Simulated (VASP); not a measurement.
Crystal: AlH8.

```
Al H
1.0
     4.12754    0.00000    0.00000
    -2.06377    3.57455    0.00000
     0.00000    0.00000    4.83030
Al H
1 8
Direct
  0.00000 0.00000 0.50000
  0.82169 0.17831 0.50000
  0.82169 0.64337 0.50000
  0.35663 0.17831 0.50000
  0.00000 0.00000 0.76044
  0.00000 0.00000 0.23956
  0.66667 0.33333 0.00000
  0.33333 0.66667 0.38937
  0.33333 0.66667 0.61063
```

The cell was generated, and may not be a known phase.

| Quantity | Value |
| --- | --- |
| Program | VASP 6.6.1 |
| Task | relaxation of cell and atoms |
| Functional | PBE |
| Potentials or basis | VASP PAW PBE potentials, release 64 (Al, H) |
| Cutoff | 600 eV |
| k mesh | 6 × 6 × 4 |
| Occupations | gaussian, width 0.1 eV |
| Spin | no spin polarisation |

At the start: pressure 41.9 GPa; volume 7.92 Å³/atom.

Question: Where does the relaxation end?

Answer: Over 51 steps the energy falls by 1204.5 meV/atom and the volume is 14.87 Å³/atom (+87.8 %); space group P-6m2 (No. 187, to 0.1 Å) before and after.

The path:
| step | energy change (eV) | largest force (eV/Å) | pressure (GPa) | volume (Å³) |
| --- | --- | --- | --- | --- |
| 1 | 0.0000 | 9.2488 | 41.92 | 71.27 |
| 3 | -8.1400 | 1.2641 | -1.49 | 89.25 |
| 5 | -8.1486 | 1.0174 | -1.95 | 90.01 |
| 7 | -8.1950 | 0.5422 | -0.98 | 89.32 |
| 9 | -8.3574 | 1.0447 | 0.30 | 84.82 |
| 11 | -8.3647 | 1.6257 | 1.62 | 82.32 |
| 13 | -8.4692 | 1.9006 | 1.56 | 81.03 |
| 15 | -9.1883 | 2.2660 | 3.47 | 74.85 |
| 17 | -9.1875 | 2.1345 | 3.68 | 74.65 |
| 19 | -9.1994 | 2.1366 | 4.70 | 74.04 |
| 21 | -9.2488 | 1.9758 | 4.50 | 74.30 |
| 23 | -9.5480 | 1.2984 | 5.62 | 75.46 |
| 25 | -9.6068 | 1.9521 | 6.46 | 76.06 |
| 27 | -9.9315 | 0.8672 | 5.82 | 78.52 |
| 29 | -9.9632 | 2.4201 | 8.27 | 89.86 |
| 31 | -10.3538 | 0.4724 | 5.64 | 87.42 |
| 33 | -10.4898 | 1.4133 | 4.28 | 96.47 |
| 35 | -10.8002 | 1.0164 | 0.60 | 128.71 |
| 37 | -10.8088 | 0.7033 | -0.18 | 133.09 |
| 39 | -10.8178 | 0.0463 | 0.04 | 133.03 |
| 41 | -10.8271 | 0.2691 | -0.02 | 133.44 |
| 43 | -10.8317 | 0.5893 | -0.10 | 133.95 |
| 45 | -10.8354 | 0.4058 | -0.17 | 134.09 |
| 47 | -10.8364 | 0.2575 | -0.43 | 134.63 |
| 49 | -10.8390 | 0.1079 | -0.30 | 134.33 |
| 51 | -10.8406 | 0.0339 | -0.11 | 133.80 |

Final structure:
```
Al H
1.0
     5.47931    0.00000    0.00000
    -2.73965    4.74522    0.00000
     0.00000    0.00000    5.14620
Al H
1 8
Direct
  0.00000 0.00000 0.50000
  0.83127 0.16873 0.50000
  0.83127 0.66255 0.50000
  0.33745 0.16873 0.50000
  0.00000 0.00000 0.92710
  0.00000 0.00000 0.07290
  0.66667 0.33333 0.00000
  0.33333 0.66667 0.42739
  0.33333 0.66667 0.57261
```

Caveat: the volume moved by over 15 % at a fixed basis, so the end points are rough.
